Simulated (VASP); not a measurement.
# SnSe (P-1) in VASP: single point with PBE+D3(BJ)

Aim: the single point of SnSe with PBE+D3(BJ).

Everything below comes from runs of VASP 6.6.1. Logs are shortened: lines on timing, memory, paths and dates and some standing lists are left out, and cuts for length are marked.

## (1) The cell of the first run

The typed cell holds 8 atoms: a = 4.167 Å, b = 4.388 Å, c = 11.514 Å, α = 90.00°, β = 85.85°, γ = 90.00°.

## (2) Single point, PBE+D3(BJ) (the part above a cut slid along it)

The input, INCAR:

```
SYSTEM = SnSe
ALGO = Normal ; EDIFF = 1E-7
ENCUT = 520 ; GGA = PE
ISIF = 2 ; ISMEAR = 0
IVDW = 12 ; LASPH = .TRUE.
LCHARG = .TRUE. ; LELF = .TRUE.
LREAL = .FALSE. ; LVHAR = .TRUE.
LWAVE = .FALSE. ; NBANDS = 50
NELM = 100 ; PREC = Accurate
SIGMA = 0.05
```

The input, KPOINTS:

```
k-points
0
G
  8 8 3
  0 0 0
```

The input, POSCAR:

```
SnSe
1.0
    0.0000000000     -4.1672321195      0.0000000000
    0.0000000000      0.0000000000     -4.3883961024
   11.4836155581     -0.8334464239      0.0000000000
Sn Se
4 4
Direct
    0.6264688207      0.9039441748      0.6176558965
    0.1735311793      0.0960558252      0.3823441035
    0.0735311793      0.4039441748      0.8823441035
    0.7264688207      0.5960558252      0.1176558965
    0.6786011696      0.5230073193      0.3569941520
    0.1213988304      0.4769926807      0.6430058480
    0.2213988304      0.0230073193      0.1430058480
    0.5786011696      0.9769926807      0.8569941520
```

Potentials or basis: VASP PAW PBE potentials, release 64 (Sn_d, Se).

The run is started by

```
cat potpaw_PBE.64/Sn_d/POTCAR potpaw_PBE.64/Se/POTCAR > POTCAR
mpirun -np 1 vasp_std > vasp.out
```

OUTCAR:

```text
SYSTEM = SnSe
   EDIFF = 1E-7
   ENCUT = 520
   GGA = PE
   ISIF = 2
   ISMEAR = 0
   IVDW = 12
   LASPH = .TRUE.
   LREAL = .FALSE.
   NELM = 100
   PREC = Accurate
 IVDW          = 12

 ion  position               nearest neighbor table
   1  0.626  0.904  0.618-   8 2.77   6 2.82   6 2.82   2 3.51   2 3.51
   2  0.174  0.096  0.382-   7 2.77   5 2.82   5 2.82   1 3.51   1 3.51
   3  0.074  0.404  0.882-   6 2.77   8 2.82   8 2.82   4 3.09
   4  0.726  0.596  0.118-   5 2.77   7 2.82   7 2.82   3 3.09
   5  0.679  0.523  0.357-   4 2.77   2 2.82   2 2.82
   6  0.121  0.477  0.643-   3 2.77   1 2.82   1 2.82
   7  0.221  0.023  0.143-   2 2.77   4 2.82   4 2.82
   8  0.579  0.977  0.857-   1 2.77   3 2.82   3 2.82

  LATTYP: Found a simple monoclinic cell.
 ALAT       =     4.1672321195
 B/A-ratio  =     1.0530721535
 C/A-ratio  =     2.7629419306
 COS(beta)  =    -0.0723866100

  Lattice vectors:

 A1 = (   0.0000000000,  -4.1672321195,   0.0000000000)
 A2 = (   0.0000000000,   0.0000000000,   4.3883961024)
 A3 = ( -11.4836155581,   0.8334464239,   0.0000000000)

Analysis of symmetry for initial positions (statically):
=====================================================================
 Subroutine PRICEL returns:
 Original cell was already a primitive cell.

 Routine SETGRP: Setting up the symmetry group for a
 simple monoclinic supercell.

 Subroutine GETGRP returns: Found  2 space group operations
 (whereof  1 operations were pure point group operations)
 out of a pool of  4 trial point group operations.

The static configuration has the point symmetry C_1 .
 The point group associated with its full space group is S_2 .

Analysis of symmetry for dynamics (positions and initial velocities):
=====================================================================
 Subroutine PRICEL returns:
 Original cell was already a primitive cell.

 Routine SETGRP: Setting up the symmetry group for a
 simple monoclinic supercell.

 Subroutine GETGRP returns: Found  2 space group operations
 (whereof  1 operations were pure point group operations)
 out of a pool of  4 trial point group operations.

The dynamic configuration has the point symmetry C_1 .
 The point group associated with its full space group is S_2 .

 Subroutine INISYM returns: Found  2 space group operations
 (whereof  1 operations are pure point group operations),
 and found     1 'primitive' translations

----------------------------------------------------------------------------------------

                                     Primitive cell

  volume of cell :     210.0062

  direct lattice vectors                    reciprocal lattice vectors
     0.000000000 -4.167232120  0.000000000    -0.017416118 -0.239967434  0.000000000
     0.000000000  0.000000000 -4.388396102     0.000000000  0.000000000 -0.227873687
    11.483615558 -0.833446424  0.000000000     0.087080588  0.000000000  0.000000000

  length of vectors
     4.167232120  4.388396102 11.513820358     0.240598609  0.227873687  0.087080588

  position of ions in fractional coordinates (direct lattice)
     0.626468821  0.903944175  0.617655896
     0.173531179  0.096055825  0.382344104
     0.073531179  0.403944175  0.882344104
     0.726468821  0.596055825  0.117655896
     0.678601170  0.523007319  0.356994152
     0.121398830  0.476992681  0.643005848
     0.221398830  0.023007319  0.143005848
     0.578601170  0.976992681  0.856994152

  ion indices of the primitive-cell ions
   primitive index   ion index
                 1           1
                 2           2
                 3           3
                 4           4
                 5           5
                 6           6
                 7           7
                 8           8

----------------------------------------------------------------------------------------

 KPOINTS: k-points

Automatic generation of k-mesh.
 Grid dimensions read from file:
 generate k-points for:    8    8    3

 Generating k-lattice:

  Cartesian coordinates                     Fractional coordinates (reciprocal lattice)
    -0.002177015 -0.029995929  0.000000000     0.125000000  0.000000000  0.000000000
     0.000000000  0.000000000 -0.028484211     0.000000000  0.125000000  0.000000000
     0.029026863  0.000000000  0.000000000     0.000000000  0.000000000  0.333333333

  Length of vectors
     0.030074826  0.028484211  0.029026863

  Shift w.r.t. Gamma in fractional coordinates (k-lattice)
     0.000000000  0.000000000  0.000000000

 Subroutine IBZKPT returns following result:
 ===========================================

 Found     98 irreducible k-points:

 Following reciprocal coordinates:
            Coordinates               Weight
  0.000000  0.000000  0.000000      1.000000
  0.125000  0.000000 -0.000000      2.000000
  0.250000  0.000000 -0.000000      2.000000
  0.375000  0.000000 -0.000000      2.000000
  0.500000  0.000000 -0.000000      1.000000
  0.000000  0.125000  0.000000      2.000000
[... 16 lines left out ...]
  0.125000  0.375000 -0.000000      2.000000
 -0.125000  0.375000  0.000000      2.000000
 [... further k-points ...]
   k-points           NKPTS =     98   k-points in BZ     NKDIM =     98   number of bands    NBANDS=     50
   number of dos      NEDOS =    301   number of ions     NIONS =      8
   total plane-waves  NPLWV = 103680
   dimension x,y,z NGX =    32 NGY =   36 NGZ =   90
   dimension x,y,z NGXF=    64 NGYF=   72 NGZF=  180
   ions per type =               4   4
   NGX,Y,Z   is equivalent  to a cutoff of  12.77, 13.64, 12.99 a.u.
   NGXF,Y,Z  is equivalent  to a cutoff of  25.53, 27.28, 25.99 a.u.
 SYSTEM =  SnSe
   PREC   = accura    normal or accurate (medium, high low for compatibility)
   ISTART =      0    job   : 0-new  1-cont  2-samecut
   ICHARG =      2    charge: 1-file 2-atom 10-const
   ISPIN  =      1    spin polarized calculation?
   LNONCOLLINEAR =      F non collinear calculations
   LSORBIT =      F    spin-orbit coupling
   LASPH  =      T    aspherical Exc in radial PAW
   ENCUT  =  520.0 eV  38.22 Ry    6.18 a.u.   7.75  8.16 21.41*2*pi/ulx,y,z
   NELM   =    100;   NELMIN=  2; NELMDL= -5     # of ELM steps
   EDIFF  = 0.1E-06   stopping-criterion for ELM
   LREAL  =      F    real-space projection
   EDIFFG = 0.1E-05   stopping-criterion for IOM
   NSW    =      0    number of steps for IOM
   IBRION =     -1    ionic relax: 0-MD 1-quasi-New 2-CG
   NFREE  =      0    steps in history (QN), initial steepest desc. (CG)
   ISIF   =      2    stress and relaxation
   ISYM   =      2    0-nonsym 1-usesym 2-fastsym
   POTIM  = 0.5000    time-step for ionic-motion
   TEBEG  =    0.0;   TEEND  =   0.0 temperature during run
   PSTRESS=    0.0 pullay stress
   NELECT =      80.0000    total number of electrons
   NUPDOWN=      -1.0000    fix difference up-down
   EMIN   =  10.00;   EMAX   =-10.00  energy-range for DOS
   EFERMI =   0.00;   METHOD = LEGACY
   ISMEAR =     0;   SIGMA  =   0.05  broadening in eV -4-tet -1-fermi 0-gaus
   EFERMI_NEDOS =   21; number of points for ismear=-14 and -15
   IALGO  =     38    algorithm
   IMIX   =      4    mixing-type and parameters
     AMIX     =   0.40;   BMIX     =  1.00
     AMIX_MAG =   1.60;   BMIX_MAG =  1.00
  volume/ion in A,a.u.               =      26.25       177.15
  Fermi-wavevector in a.u.,A,eV,Ry     =   1.186754  2.242640 19.162248  1.408386
  Thomas-Fermi vector in A             =   2.322920
   LORBIT       =      0    0 simple, 1 ext, 2 COOP (PROOUT), +10 PAW based schemes
   GGA     = PE    functional components
   LHFCALC =     F    Hartree Fock is set to
   AEXX    =    0.0000 exact exchange contribution
   IVDW    =    12    specifies the selected vdW correction
   LEPSILON=     F    determine dielectric tensor
   LRPA    =     F    only Hartree local field effects (RPA)
 non-spin polarized calculation
 Gauss-broadening in eV      SIGMA  =   0.05
  energy-cutoff  :      520.00
  volume of cell :      210.01
 maximum number of plane-waves:      5680
   NGX = 15   NGY = 17   NGZ = 43

 number of electron      79.9999991 magnetization

 Free energy of the ion-electron system (eV)
  ---------------------------------------------------
  ext. energy  EPLUGINS =         0.00000000
  ---------------------------------------------------
  free energy    TOTEN  =       -32.61375019 eV

  energy without entropy =      -32.61375019  energy(sigma->0) =      -32.61375019

 E-fermi :   5.8267     XC(G=0):  -9.7843

 val. band max:        5.6185713816   @ k =   0.0000   0.3750  -0.3333
 cond. band min:       6.1551982677   @ k =   0.0000   0.0000   0.0000
 fundamental gap:      0.5366268861
 Fermi energy:         5.8266550596

 k-point     1 :       0.0000    0.0000    0.0000
  band No.  band energies     occupation
      1     -15.7944      2.00000
      2     -15.7656      2.00000
      3     -15.7477      2.00000
      4     -15.7477      2.00000
      5     -15.7394      2.00000
      6     -15.7304      2.00000
[... 42 lines left out ...]
     49      10.2930      0.00000
     50      10.9172      0.00000

 k-point     2 :       0.1250    0.0000   -0.0000
  band No.  band energies     occupation
      1     -15.7944      2.00000
      2     -15.7638      2.00000
      3     -15.7480      2.00000
      4     -15.7451      2.00000
      5     -15.7411      2.00000
      6     -15.7301      2.00000
[... 42 lines left out ...]
     49      10.0842      0.00000
     50      10.6523      0.00000

 k-point     3 :       0.2500    0.0000   -0.0000
  band No.  band energies     occupation
      1     -15.7944      2.00000
      2     -15.7615      2.00000
      3     -15.7472      2.00000
      4     -15.7445      2.00000
      5     -15.7394      2.00000
      6     -15.7293      2.00000
[... 42 lines left out ...]
     49       9.9755      0.00000
     50      10.2347      0.00000

 k-point     4 :       0.3750    0.0000   -0.0000
  band No.  band energies     occupation
      1     -15.7945      2.00000
      2     -15.7619      2.00000
      3     -15.7500      2.00000
      4     -15.7424      2.00000
      5     -15.7335      2.00000
      6     -15.7283      2.00000
[... 999 lines left out ...]
 k-point    23 :       0.1250    0.3750   -0.0000
  band No.  band energies     occupation
      1     -15.7920      2.00000
      2     -15.7657      2.00000
      3     -15.7478      2.00000
      4     -15.7468      2.00000
      5     -15.7403      2.00000
      6     -15.7254      2.00000
[... 42 lines left out ...]
     49       9.7327      0.00000
     50       9.9985      0.00000

 k-point    24 :      -0.1250    0.3750    0.0000
  band No.  band energies     occupation
      1     -15.7923      2.00000
      2     -15.7643      2.00000
      3     -15.7487      2.00000
      4     -15.7467      2.00000
      5     -15.7404      2.00000
      6     -15.7259      2.00000
[... 42 lines left out ...]
     49       9.5958      0.00000
     50       9.9219      0.00000

 [... further k-points ...]

------------------------ aborting loop because EDIFF is reached ----------------------------------------

 Edisp (eV)   -2.94896

 E8    (eV) :    -1.3308

  FORCE on cell =-STRESS in cart. coord.  units (eV):
  Direction    XX          YY          ZZ          XY          YZ          ZX
  --------------------------------------------------------------------------------------
  -------------------------------------------------------------------------------------
  Total       1.63671     0.37505    -0.12420     1.49544    -0.57455    -0.39831
  in kB      12.48676     2.86134    -0.94751    11.40896    -4.38333    -3.03881
  external pressure =        4.80 kB  Pullay stress =        0.00 kB

 VOLUME and BASIS-vectors are now :
 -----------------------------------------------------------------------------
  energy-cutoff  :      520.00
  volume of cell :      210.01
      direct lattice vectors                 reciprocal lattice vectors
     0.000000000 -4.167232120  0.000000000    -0.017416118 -0.239967434  0.000000000
     0.000000000  0.000000000 -4.388396102     0.000000000  0.000000000 -0.227873687
    11.483615558 -0.833446424  0.000000000     0.087080588  0.000000000  0.000000000

 POSITION                                       TOTAL-FORCE (eV/Angst)
 -----------------------------------------------------------------------------------
      7.09292     -3.12542     -3.96687        -0.038937     -0.031959     -0.014399
      4.39069     -1.04181     -0.42153         0.038937      0.031959      0.014399
     10.13250     -1.04181     -1.77267        -0.393671     -0.196536      0.064005
      1.35112     -3.12542     -2.61573         0.393671      0.196536     -0.064005
      4.09958     -3.12542     -2.29516         0.035973      0.014209     -0.005013
      7.38403     -1.04181     -2.09323        -0.035973     -0.014209      0.005013
      1.64222     -1.04181     -0.10097        -0.001044      0.180817     -0.087843
      9.84139     -3.12542     -4.28743         0.001044     -0.180817      0.087843
 -----------------------------------------------------------------------------------
    total drift:                               -0.000011      0.000024      0.000021

  FREE ENERGIE OF THE ION-ELECTRON SYSTEM (eV)
  ---------------------------------------------------
  free  energy   TOTEN  =       -35.5627073769 eV

  energy  without entropy=      -35.5627073769  energy(sigma->0) =      -35.56270738
```

It took 28 min on 1 thread of Oxide Virtual Turin-like, shared host; peak memory 0.83 GiB.

What came out:

```yaml
Free_energy: -35.5627 eV
Pressure: 0.5 GPa
Largest_force: 0.445 eV/Å
Band_gap_on_the_k_mesh: 0.54 eV (least direct gap 0.78 eV)
Dispersion_energy_per_atom: -0.369 eV
```

Forces on the atoms (eV/Å):
```
Sn  -0.039 -0.032 -0.014
Sn   0.039  0.032  0.014
Sn  -0.394 -0.197  0.064
Sn   0.394  0.197 -0.064
Se   0.036  0.014 -0.005
Se  -0.036 -0.014  0.005
Se  -0.001  0.181 -0.088
Se   0.001 -0.181  0.088
```

Caveat: the cell differs from its parent crystal (the part above a cut slid along it); semilocal functionals underestimate gaps, and a narrow one can read as zero; spin-orbit coupling is left out, which moves the levels of the heavy elements. A k mesh can miss the band edges.
